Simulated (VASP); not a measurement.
The system is KZrO3.

```xyz
5
Lattice="4.2383 0.0000 0.0000 0.0000 4.2383 0.0000 0.0000 0.0000 4.2383" Properties=species:S:1:pos:R:3 pbc="T T T"
K     0.0000    0.0000    0.0000
Zr    2.1191    2.1191    2.1191
O     2.1191    2.1191    0.0000
O     2.1191    0.0000    2.1191
O     0.0000    2.1191    2.1191
```

| Item | Value |
| --- | --- |
| Program | VASP 6.6.1 |
| Task | relaxation of cell and atoms |
| Functional | LDA |
| Potentials or basis | VASP PAW LDA potentials, release 64 (K_sv, Zr_sv, O) |
| Cutoff | 600 eV |
| k mesh | 6 × 6 × 6 |
| Occupations | gaussian, width 0.05 eV |
| Spin | no spin polarisation |

At the start: pressure -9.6 GPa; volume 15.23 Å³/atom.

**Question.** How do energy, volume and symmetry change on relaxing?

**Answer.** Over 3 steps the energy falls by 35.1 meV/atom and the volume is 14.13 Å³/atom (-7.2 %); space group Pm-3m (No. 221, to 0.1 Å) before and after.

The path:
```
step  energy change (eV)  largest force (eV/Å)  pressure (GPa)  volume (Å³)
   1              0.0000                0.0000           -9.56        76.13
   2             -0.0546                0.0000            9.87        66.55
   3             -0.1753                0.0000           -0.08        70.67
```

Final structure:
```yaml
crystal:
  lattice:
    - [4.13447, 0.00000, 0.00000]
    - [0.00000, 4.13447, 0.00000]
    - [0.00000, 0.00000, 4.13447]
  atoms:
    - { symbol: K, position: [0.00000, 0.00000, 0.00000] }
    - { symbol: Zr, position: [0.50000, 0.50000, 0.50000] }
    - { symbol: O, position: [0.50000, 0.50000, 0.00000] }
    - { symbol: O, position: [0.50000, 0.00000, 0.50000] }
    - { symbol: O, position: [0.00000, 0.50000, 0.50000] }
```

Caveat: an odd number of electrons without spin polarisation forces a metal; a magnetic or distorted state may lie lower.
